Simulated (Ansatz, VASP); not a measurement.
**AlNi: VASP beside Ansatz**

```xyz
2
Lattice="2.7903 0.0000 0.0000 0.0000 2.7903 0.0000 0.0000 0.0000 2.7903" Properties=species:S:1:pos:R:3 pbc="T T T"
Al    0.0000    0.0000   -0.0741
Ni    1.3951    1.3951    1.4292
```

Change from the starting cell: mode 6 frozen in at -0.076 Å, equal normal strain along x, y and z -0.0250.

Alike in both runs: task single point; functional PBEsol; k mesh 16 × 16 × 16; occupations gaussian, width 0.15 eV; no spin polarisation.

```csv
,VASP,Ansatz
version,VASP 6.6.1,Ansatz 0.2.0
potentials or method,"VASP PAW PBE potentials, release 64 (Al, Ni), cutoff 520 eV","scalar-relativistic, plane waves, PAW"
valence electrons in the cell,13,21
```

Ansatz gave:

| Quantity | Value |
| --- | --- |
| gap on the k mesh at the Fermi level (eV) | none |
| pressure (GPa) | 16.5 |
| traceless stress, the component that is largest in VASP (GPa) | -0.67 |
| rms of the force components (eV/Å) | 0.514 |

Problem. What did VASP give for the same quantities?

Solution. gap on the k mesh at the Fermi level (eV): none; pressure (GPa): 16.8; traceless stress, the component that is largest in VASP (GPa): -0.68; rms of the force components (eV/Å): 0.518.

VASP's potentials were made for PBE, not for PBEsol, and Ansatz warns of the same on its side. Atom by atom the forces differ by 0.004 eV/Å (rms over components). A gap of «none» marks a metal or a gap that the smearing closes. VASP's potentials hold 13 valence electrons a cell and Ansatz's 21, so a difference there can come from the potentials and not from the codes.
